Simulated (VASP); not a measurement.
Input of a VASP 6.6.1 run:

Contents of INCAR:

```
  ALGO = Normal
  EDIFF = 1E-7
  ENCUT = 520
  GGA = PE
  ISIF = 2
  ISMEAR = 0
  LASPH = T
  LCHARG = F
  LREAL = F
  LWAVE = F
  NBANDS = 12
  NELM = 100
  PREC = Accurate
  SIGMA = 0.05
```

KPOINTS

```
k-points
0
Gamma
  8 8 8
```

POSCAR

```
Hg
1.0
   -1.9287681815      1.9287681815      1.9287681815
    1.9287681815     -1.9287681815      1.9287681815
    1.9287681815      1.9287681815     -1.9287681815
Hg
1
Direct
    0.0000000000      0.0000000000      0.0000000000
```

Potentials or basis: VASP PAW PBE potentials, release 64 (Hg).

Run with:

```bash
$ cat potpaw_PBE.64/Hg/POTCAR > POTCAR
$ mpirun -np 1 vasp_std > vasp.out
```

Task: Estimate the pressure.

Result: 0.1 GPa.

Task: What does it give for the band gap on the k mesh?

Result: Zero (bands 6 and 7 overlap by 2.49 eV).

Caveat: spin-orbit coupling is left out, which moves the levels of the heavy elements.
